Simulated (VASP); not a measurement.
# SnO2 (Cm) in VASP: a series of runs

The runs below take SnO2 through single point, with PBE.

Program: VASP 6.6.1. These are calculated values, not measurements. Logs are shortened: lines on timing, memory, paths and dates and some standing lists are left out, and cuts for length are marked.

### Step 1. The cell of the first run

The structure is monoclinic, space group Cm (No. 8). The conventional cell has a = 11.126 Å, b = 4.053 Å, c = 4.053 Å, α = 90.00°, β = 111.36°, γ = 90.00°. Sn (site symmetry m) has 6 O at 2.09 to 2.24 Å within 2.8 Å. Within 2.8 Å of Sn (site symmetry m) lie 5 O at 2.09 to 2.10 Å. O (site symmetry m) has 5 Sn at 2.24 to 3.21 Å and 7 O at 2.33 to 3.32 Å within 3.4 Å. O (site symmetry m) has 3 Sn at 2.09 to 2.10 Å within 2.8 Å. O (site symmetry m) has 3 Sn at 2.09 to 2.10 Å and 4 O at 2.33 to 2.58 Å within 2.8 Å. O (site symmetry m) has 3 Sn at 2.09 to 2.10 Å and 4 O at 2.58 to 2.79 Å within 2.8 Å.

### Step 2. Single point, PBE (atom 3 (O) moved by -0.880 Å along [0 1 0] and -0.880 Å along [0 0 1])

INCAR reads:

```
SYSTEM = SnO2
ALGO = Normal
EDIFF = 1E-6
ENCUT = 520
GGA = PE
ISIF = 2
ISMEAR = 0
LASPH = .TRUE.
LCHARG = .TRUE.
LELF = .TRUE.
LREAL = .FALSE.
LVHAR = .TRUE.
LWAVE = .FALSE.
NBANDS = 35
NELM = 60
PREC = Accurate
SIGMA = 0.05
```

KPOINTS reads:

```
k-points
0
G
  10 10 10
  0 0 0
```

POSCAR reads:

```
SnO2
1.0
   -2.0262505044      2.0262505044      5.1806864801
    2.0262505044     -2.0262505044      5.1806864801
    2.0262505044      2.0262505044     -5.1806864801
Sn O
2 4
Direct
    0.7500000000      0.2500000000      0.5000000000
    0.0000000000      0.0000000000      0.0000000000
    0.4955173609      0.7126672143     -0.2171498534
    0.9524019562      0.4524019562      0.5000000000
    0.2024019562      0.2024019562      0.0000000000
    0.5475980438      0.0475980438      0.5000000000
```

Potentials or basis: VASP PAW PBE potentials, release 64 (Sn_d, O).

On the command line:

```
$ cat potpaw_PBE.64/Sn_d/POTCAR potpaw_PBE.64/O/POTCAR > POTCAR
$ mpirun -np 1 vasp_std > vasp.out
```

OUTCAR:

```text
SYSTEM = SnO2
   EDIFF = 1E-6
   ENCUT = 520
   GGA = PE
   ISIF = 2
   ISMEAR = 0
   LASPH = .TRUE.
   LREAL = .FALSE.
   NELM = 60
   PREC = Accurate

 ion  position               nearest neighbor table
   1  0.750  0.250  0.500-   5 2.09   5 2.09   6 2.10   4 2.10   3 2.24   3 2.24   2 3.29   2 3.29
                             2 3.29   2 3.29
   2  0.000  0.000  0.000-   6 2.09   4 2.09   6 2.09   4 2.09   5 2.10   1 3.29   1 3.29   1 3.29
                             1 3.29
   3  0.496  0.713  0.783-   1 2.24   1 2.24
   4  0.952  0.452  0.500-   2 2.09   2 2.09   1 2.10
   5  0.202  0.202  0.000-   1 2.09   1 2.09   2 2.10
   6  0.548  0.048  0.500-   2 2.09   2 2.09   1 2.10

  LATTYP: Found a body centered tetragonal cell.
 ALAT       =     4.0525010088
 C/A-ratio  =     2.5567847948

  Lattice vectors:

 A1 = (  -2.0262505044,   2.0262505044,   5.1806864801)
 A2 = (   2.0262505044,  -2.0262505044,   5.1806864801)
 A3 = (   2.0262505044,   2.0262505044,  -5.1806864801)

Analysis of symmetry for initial positions (statically):
=====================================================================
 Subroutine PRICEL returns:
 Original cell was already a primitive cell.

 Routine SETGRP: Setting up the symmetry group for a
 body centered tetragonal supercell.

 Subroutine GETGRP returns: Found  2 space group operations
 (whereof  2 operations were pure point group operations)
 out of a pool of 16 trial point group operations.

The static configuration has the point symmetry C_1h.

Analysis of symmetry for dynamics (positions and initial velocities):
=====================================================================
 Subroutine PRICEL returns:
 Original cell was already a primitive cell.

 Routine SETGRP: Setting up the symmetry group for a
 body centered tetragonal supercell.

 Subroutine GETGRP returns: Found  2 space group operations
 (whereof  2 operations were pure point group operations)
 out of a pool of 16 trial point group operations.

The dynamic configuration has the point symmetry C_1h.

 Subroutine INISYM returns: Found  2 space group operations
 (whereof  2 operations are pure point group operations),
 and found     1 'primitive' translations

----------------------------------------------------------------------------------------

                                     Primitive cell

  volume of cell :      85.0812

  direct lattice vectors                    reciprocal lattice vectors
    -2.026250504  2.026250504  5.180686480     0.000000000  0.246761197  0.096512306
     2.026250504 -2.026250504  5.180686480     0.246761197  0.000000000  0.096512306
     2.026250504  2.026250504 -5.180686480     0.246761197  0.246761197  0.000000000

  length of vectors
     5.920379601  5.920379601  5.920379601     0.264963608  0.264963608  0.348973032

  position of ions in fractional coordinates (direct lattice)
     0.750000000  0.250000000  0.500000000
     0.000000000  0.000000000  0.000000000
     0.495517361  0.712667214  0.782850147
     0.952401956  0.452401956  0.500000000
     0.202401956  0.202401956  0.000000000
     0.547598044  0.047598044  0.500000000

  ion indices of the primitive-cell ions
   primitive index   ion index
                 1           1
                 2           2
                 3           3
                 4           4
                 5           5
                 6           6

----------------------------------------------------------------------------------------

 KPOINTS: k-points

Automatic generation of k-mesh.
 Grid dimensions read from file:
 generate k-points for:   10   10   10

 Generating k-lattice:

  Cartesian coordinates                     Fractional coordinates (reciprocal lattice)
     0.000000000  0.024676120  0.009651231     0.100000000  0.000000000 -0.000000000
     0.024676120  0.000000000  0.009651231     0.000000000  0.100000000 -0.000000000
     0.024676120  0.024676120  0.000000000     0.000000000  0.000000000  0.100000000

  Length of vectors
     0.026496361  0.026496361  0.034897303

  Shift w.r.t. Gamma in fractional coordinates (k-lattice)
     0.000000000  0.000000000  0.000000000

 Subroutine IBZKPT returns following result:
 ===========================================

 Found    282 irreducible k-points:

 Following reciprocal coordinates:
            Coordinates               Weight
  0.000000  0.000000  0.000000      1.000000
  0.100000 -0.000000  0.000000      2.000000
 -0.000000  0.100000  0.000000      4.000000
 -0.000000  0.100000 -0.100000      2.000000
  0.200000 -0.000000  0.000000      2.000000
 -0.000000  0.200000  0.000000      4.000000
[... 16 lines left out ...]
  0.300000  0.100000  0.000000      4.000000
 -0.000000  0.400000 -0.100000      4.000000
 [... further k-points ...]
   k-points           NKPTS =    282   k-points in BZ     NKDIM =    282   number of bands    NBANDS=     35
   number of dos      NEDOS =    301   number of ions     NIONS =      6
   total plane-waves  NPLWV = 110592
   dimension x,y,z NGX =    48 NGY =   48 NGZ =   48
   dimension x,y,z NGXF=    96 NGYF=   96 NGZF=   96
   ions per type =               2   4
   NGX,Y,Z   is equivalent  to a cutoff of  13.48, 13.48, 13.48 a.u.
   NGXF,Y,Z  is equivalent  to a cutoff of  26.96, 26.96, 26.96 a.u.
 SYSTEM =  SnO2
   PREC   = accura    normal or accurate (medium, high low for compatibility)
   ISTART =      0    job   : 0-new  1-cont  2-samecut
   ICHARG =      2    charge: 1-file 2-atom 10-const
   ISPIN  =      1    spin polarized calculation?
   LNONCOLLINEAR =      F non collinear calculations
   LSORBIT =      F    spin-orbit coupling
   LASPH  =      T    aspherical Exc in radial PAW
   ENCUT  =  520.0 eV  38.22 Ry    6.18 a.u.  11.01 11.01 11.01*2*pi/ulx,y,z
   NELM   =     60;   NELMIN=  2; NELMDL= -5     # of ELM steps
   EDIFF  = 0.1E-05   stopping-criterion for ELM
   LREAL  =      F    real-space projection
[... 7 lines left out ...]
   TEBEG  =    0.0;   TEEND  =   0.0 temperature during run
   PSTRESS=    0.0 pullay stress
   NELECT =      52.0000    total number of electrons
   NUPDOWN=      -1.0000    fix difference up-down
   EMIN   =  10.00;   EMAX   =-10.00  energy-range for DOS
   EFERMI =   0.00;   METHOD = LEGACY
   ISMEAR =     0;   SIGMA  =   0.05  broadening in eV -4-tet -1-fermi 0-gaus
   EFERMI_NEDOS =   21; number of points for ismear=-14 and -15
   IALGO  =     38    algorithm
   IMIX   =      4    mixing-type and parameters
     AMIX     =   0.40;   BMIX     =  1.00
     AMIX_MAG =   1.60;   BMIX_MAG =  1.00
  volume/ion in A,a.u.               =      14.18        95.69
  Fermi-wavevector in a.u.,A,eV,Ry     =   1.389307  2.625409 26.261594  1.930173
  Thomas-Fermi vector in A             =   2.513350
   LORBIT       =      0    0 simple, 1 ext, 2 COOP (PROOUT), +10 PAW based schemes
   GGA     = PE    functional components
   LHFCALC =     F    Hartree Fock is set to
   AEXX    =    0.0000 exact exchange contribution
   IVDW    =     0    specifies the selected vdW correction
   LEPSILON=     F    determine dielectric tensor
   LRPA    =     F    only Hartree local field effects (RPA)
 non-spin polarized calculation
 Gauss-broadening in eV      SIGMA  =   0.05
  energy-cutoff  :      520.00
  volume of cell :       85.08
 maximum number of plane-waves:      2310
 NGX is ok and might be reduce to    48
   NGX = 21   NGY = 21   NGZ = 21

 number of electron      52.0000000 magnetization

 Free energy of the ion-electron system (eV)
  ---------------------------------------------------
  ext. energy  EPLUGINS =         0.00000000
  ---------------------------------------------------
  free energy    TOTEN  =       -33.74592956 eV

  energy without entropy =      -33.74430874  energy(sigma->0) =      -33.74511915

 E-fermi :   5.1057     XC(G=0): -10.2719

 val. band max:        5.0981586236   @ k =   0.2000   0.2000   0.2000
 cond. band min:       5.1094745584   @ k =  -0.4000  -0.3000   0.3000
 fundamental gap:      0.0113159348
 Fermi energy:         5.1056659484

 k-point     1 :       0.0000    0.0000    0.0000
  band No.  band energies     occupation
      1     -17.0722      2.00000
      2     -16.8549      2.00000
      3     -16.4629      2.00000
      4     -16.4247      2.00000
      5     -16.2880      2.00000
      6     -16.1208      2.00000
[... 27 lines left out ...]
     34      15.0773      0.00000
     35      15.2495      0.00000

 k-point     2 :       0.1000   -0.0000    0.0000
  band No.  band energies     occupation
      1     -17.0680      2.00000
      2     -16.8337      2.00000
      3     -16.4631      2.00000
      4     -16.4325      2.00000
      5     -16.2893      2.00000
      6     -16.1217      2.00000
[... 27 lines left out ...]
     34      14.9722      0.00000
     35      15.4530      0.00000

 k-point     3 :      -0.0000    0.1000    0.0000
  band No.  band energies     occupation
      1     -17.0483      2.00000
      2     -16.8539      2.00000
      3     -16.4723      2.00000
      4     -16.4248      2.00000
      5     -16.2895      2.00000
      6     -16.1236      2.00000
[... 27 lines left out ...]
     34      14.8102      0.00000
     35      15.3548      0.00000
[... 723 lines left out ...]
 k-point    23 :       0.3000    0.1000    0.0000
  band No.  band energies     occupation
      1     -17.0268      2.00000
      2     -16.7049      2.00000
      3     -16.4863      2.00000
      4     -16.4622      2.00000
      5     -16.2984      2.00000
      6     -16.0585      2.00000
[... 27 lines left out ...]
     34      15.1484      0.00000
     35      15.7963      0.00000

 k-point    24 :      -0.0000    0.4000   -0.1000
  band No.  band energies     occupation
      1     -16.9265      2.00000
      2     -16.7952      2.00000
      3     -16.5349      2.00000
      4     -16.4295      2.00000
      5     -16.2991      2.00000
      6     -16.1010      2.00000
[... 27 lines left out ...]
     34      14.6734      0.00000
     35      15.6310      0.00000

 [... further k-points ...]

------------------------ aborting loop because EDIFF is reached ----------------------------------------

  FORCE on cell =-STRESS in cart. coord.  units (eV):
  Direction    XX          YY          ZZ          XY          YZ          ZX
  --------------------------------------------------------------------------------------
  -------------------------------------------------------------------------------------
  Total        0.4295200     -0.7409034      1.1228525      0.0000000     -1.3506442      0.0000000
  in kB        8.0883581    -13.9520685     21.1446123      0.0000000    -25.4341938      0.0000000
  external PRESSURE =       5.0936340 kB  Pullay stress =       0.0000000 kB

 VOLUME and BASIS-vectors are now :
 -----------------------------------------------------------------------------
  energy-cutoff  :      520.00
  volume of cell :       85.08
      direct lattice vectors                 reciprocal lattice vectors
    -2.026250504  2.026250504  5.180686480     0.000000000  0.246761197  0.096512306
     2.026250504 -2.026250504  5.180686480     0.246761197  0.000000000  0.096512306
     2.026250504  2.026250504 -5.180686480     0.246761197  0.246761197  0.000000000

 POSITION                                       TOTAL-FORCE (eV/Angst)
 -----------------------------------------------------------------------------------
      0.00000      2.02625      2.59034        -0.000000     -0.962261     -1.446308
      0.00000      0.00000      0.00000        -0.000000     -0.248452      1.612321
      2.02625      1.14625      2.20352         0.000000      3.399884      3.001332
      0.00000      2.02625      4.68751        -0.000000      0.054041     -1.198768
      0.00000      0.00000      2.09716        -0.000000     -2.409818     -0.247245
      0.00000      2.02625      0.49318        -0.000000      0.166607     -1.721331
 -----------------------------------------------------------------------------------
    total drift:                                0.000000     -0.000083     -0.000292

  FREE ENERGIE OF THE ION-ELECTRON SYSTEM (eV)
  ---------------------------------------------------
  free  energy   TOTEN  =       -33.7459295625 eV

  energy  without entropy=      -33.7443087379  energy(sigma->0) =      -33.74511915
```

Run time: 19 min. Hardware: 1 thread of Intel Xeon Platinum 8488C (Sapphire Rapids), shared host; peak memory 0.78 GiB.

Results:

```yaml
Free_energy: -33.7459 eV
Pressure: 0.5 GPa
Largest_force: 4.535 eV/Å
Band_gap_on_the_k_mesh: zero (bands 26 and 27 overlap by 0.25 eV)
```

Forces on the atoms (eV/Å):
```
Sn   0.000 -0.962 -1.446
Sn   0.000 -0.248  1.612
O    0.000  3.400  3.001
O    0.000  0.054 -1.199
O    0.000 -2.410 -0.247
O    0.000  0.167 -1.721
```

Levels at points of the mesh, in eV from the Fermi level:
```csv
k point,band 22,band 23,band 24,band 25,band 26,band 27,band 28,band 29,band 30,band 31
"(0.00, 0.00, 0.00)",-2.45,-2.18,-1.81,-0.65,-0.40,-0.17,2.69,6.42,6.90,7.71
"(0.50, 0.00, 0.00)",-2.17,-2.15,-1.87,-0.89,-0.78,0.85,3.85,5.52,6.96,7.12
"(0.00, 0.50, 0.00)",-2.69,-2.49,-1.56,-1.30,-0.30,2.33,3.08,4.41,6.59,7.52
"(0.00, 0.50, 0.50)",-2.08,-2.08,-1.59,-0.90,-0.73,0.85,3.69,5.47,7.22,7.60
"(0.50, 0.50, 0.00)",-2.32,-1.82,-1.00,-0.84,-0.05,2.96,3.03,5.14,5.89,6.63
"(0.50, 0.50, 0.50)",-2.57,-1.81,-1.62,-1.23,-0.21,0.05,2.25,5.37,6.89,7.45
```

Caveat: the cell differs from its parent crystal (atom 3 (O) moved by -0.880 Å along [0 1 0] and -0.880 Å along [0 0 1]); semilocal functionals underestimate gaps, and a narrow one can read as zero; spin-orbit coupling is left out, which moves the levels of the heavy elements; forces of over 1 eV/Å act on the atoms, so gaps and moduli don't describe the material at rest.

### Step 3. Single point, PBE (atom 3 (O) moved by -0.293 Å along [0 1 0] and +0.293 Å along [0 0 1])

INCAR reads:

```
SYSTEM = SnO2
PREC     = Accurate       ! precision mode
ENCUT    = 520            ! plane-wave cutoff, eV
EDIFF    = 1E-6           ! SCF threshold, eV
ISMEAR   = 0              ! smearing method
SIGMA    = 0.05           ! smearing width, eV
LREAL    = .False.        ! projectors in reciprocal space
LASPH    = .True.         ! aspherical terms in the spheres
NELM     = 60             ! most SCF steps
ALGO     = Normal         ! electronic algorithm
ISIF     = 2              ! what is computed and relaxed
LWAVE    = .False.        ! write WAVECAR
LCHARG   = .False.        ! write CHGCAR
GGA      = PE             ! functional
NBANDS   = 35             ! bands
```

KPOINTS reads:

```
regular mesh
0
Gamma
  10 10 10
  0 0 0
```

Changes to POSCAR since step 2:

```diff
@@ -10,3 +10,3 @@
     0.0000000000      0.0000000000      0.0000000000
-    0.4955173609      0.7126672143     -0.2171498534
+    0.7535300441      0.8259051032     -0.0723750591
     0.9524019562      0.4524019562      0.5000000000
```

Potentials or basis: VASP PAW PBE potentials, release 64 (Sn_d, O).

On the command line:

```
$ cat potpaw_PBE.64/Sn_d/POTCAR potpaw_PBE.64/O/POTCAR > POTCAR
$ mpirun -np 1 vasp_std > vasp.out
```

It took 16 min on 1 thread of AMD EPYC 9R45 (Zen 5), shared host; peak memory 0.76 GiB.

It converged, with:

| Item | Value |
| --- | --- |
| Free energy | -36.0308 eV |
| Pressure | 6.9 GPa |
| Largest force | 7.044 eV/Å |
| Band gap on the k mesh | 1.25 eV (least direct gap 1.51 eV) |

Forces on the atoms (eV/Å):
```
Sn   0.000 -0.419  1.049
Sn   0.000  0.651  4.357
O    0.000  0.022 -7.044
O    0.000  0.405  0.632
O    0.000 -0.461  0.208
O    0.000 -0.198  0.799
```

Stress tensor (GPa, compression positive):
```
 1.77  0.00  0.00
 0.00  1.92  3.99
 0.00  3.99 16.96
```

Levels at points of the mesh, in eV from the valence-band top:
```csv
k point,band 23,band 24,band 25,band 26,band 27,band 28,band 29,band 30
"(0.00, 0.00, 0.00)",-0.90,-0.66,-0.50,-0.26,1.25,5.55,8.84,9.08
"(0.50, 0.00, 0.00)",-1.02,-0.88,-0.59,-0.44,4.43,6.58,7.56,7.76
"(0.00, 0.50, 0.00)",-1.15,-0.67,-0.45,-0.26,3.64,5.67,7.07,8.42
"(0.00, 0.50, 0.50)",-1.00,-0.79,-0.64,-0.46,4.47,6.51,7.50,8.16
"(0.50, 0.50, 0.00)",-0.84,-0.68,-0.38,-0.05,5.49,6.55,7.14,7.95
"(0.50, 0.50, 0.50)",-1.29,-1.27,-0.40,-0.27,3.58,4.71,7.11,7.68
```

Caveat: the cell differs from its parent crystal (atom 3 (O) moved by -0.293 Å along [0 1 0] and +0.293 Å along [0 0 1]); the stress differs along the axes, from 2 to 17 GPa; spin-orbit coupling is left out, which moves the levels of the heavy elements; forces of over 1 eV/Å act on the atoms, so gaps and moduli don't describe the material at rest. A k mesh can miss the band edges.
